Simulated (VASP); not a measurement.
Input of a VASP 6.6.1 run:

File INCAR:

```
SYSTEM = CuO
PREC     = Accurate       ! precision mode
ENCUT    = 600            ! plane-wave cutoff, eV
EDIFF    = 1E-6           ! SCF threshold, eV
ISMEAR   = 0              ! smearing method
SIGMA    = 0.0122         ! smearing width, eV
LREAL    = .FALSE.        ! projectors in reciprocal space
LASPH    = .TRUE.         ! aspherical terms in the spheres
NELM     = 200            ! most SCF steps
ALGO     = Normal         ! electronic algorithm
ISIF     = 2              ! what is computed and relaxed
LWAVE    = .FALSE.        ! write WAVECAR
LCHARG   = .FALSE.        ! write CHGCAR
ISPIN    = 2              ! spin polarisation
MAGMOM   = 1 0            ! initial moments
LORBIT   = 11             ! projections on sites
LMAXMIX  = 4              ! l up to which the mixer works
LDAU     = .TRUE.         ! DFT+U
LDAUTYPE = 2            
LDAUL    = 2 -1           ! shell
LDAUU    = 3.01 0         ! U, eV
LDAUJ    = 0 0          
LDAUPRINT= 1            
GGA      = PE             ! functional
NBANDS   = 20             ! bands
GGA_COMPAT= .FALSE.
```

The input KPOINTS:

```
regular mesh
0
G
  10 10 10
  0 0 0
```

POSCAR

```
CuO
1.0
    0.0000000000      2.1161959500      2.1161959500
    2.1161959500      0.0000000000      2.1161959500
    2.1161959500      2.1161959500      0.0000000000
Cu O
1 1
Direct
    0.0000000000      0.0000000000      0.0000000000
    0.5000000000      0.5000000000      0.5000000000
```

Potentials or basis: VASP PAW PBE potentials, release 64 (Cu, O).

Command:

```sh
$ cat potpaw_PBE.64/Cu/POTCAR potpaw_PBE.64/O/POTCAR > POTCAR
$ mpirun -np 1 vasp_std > vasp.out
```

**Question.** Estimate the site moments.

**Answer.** Cu +0.53; O +0.32 μB.

**Question.** Estimate the net moment.

**Answer.** 0.89 μB per cell.

**Question.** Predict the pressure.

**Answer.** 0.7 GPa.

Eigenvalues of the final occupation matrices:
```csv
site,spin,trace,eigenvalues
site 1 d,1,4.88,0.97 0.97 0.97 0.99 0.99
site 1 d,2,4.34,0.73 0.73 0.96 0.96 0.96
```

Caveat: a cell with one magnetic atom can't hold antiferromagnetic order, which such compounds often take.
